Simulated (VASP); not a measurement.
A run of VASP 6.6.1 is set up as follows.

Contents of INCAR:

```
SYSTEM = Fe
PREC = Accurate
ENCUT = 520
EDIFF = 1E-6
ISMEAR = -1
SIGMA = 0.05
LREAL = .FALSE.
LASPH = .TRUE.
NELM = 150
ALGO = Fast
ISIF = 2
LWAVE = .FALSE.
LCHARG = .FALSE.
ISPIN = 2
MAGMOM = 3
LORBIT = 11
LMAXMIX = 4
GGA = PS
IVDW = 12
NBANDS = 14
```

KPOINTS

```
regular mesh
0
G
  13 13 13
  0 0 0
```

Contents of POSCAR:

```
Fe
1.0
    0.0000000000      1.9417396906      1.9651051623
    1.4984397099      0.0000000000      1.9651051623
    1.4984397099      1.9417396906      0.0000000000
Fe
1
Direct
    0.0000000000      0.0000000000      0.0000000000
```

Potentials or basis: VASP PAW PBE potentials, release 64 (Fe).

The run is started by

```bash
$ cat potpaw_PBE.64/Fe/POTCAR > POTCAR
$ mpirun -np 1 vasp_std > vasp.out
```

(1) Estimate the dispersion energy per atom.

(2) Estimate the net moment.

(3) Predict the site moments.

Answers

(1) -0.330 eV.

(2) 2.20 μB per cell.

(3) Fe +2.19 μB.

Caveat: three body term missing.
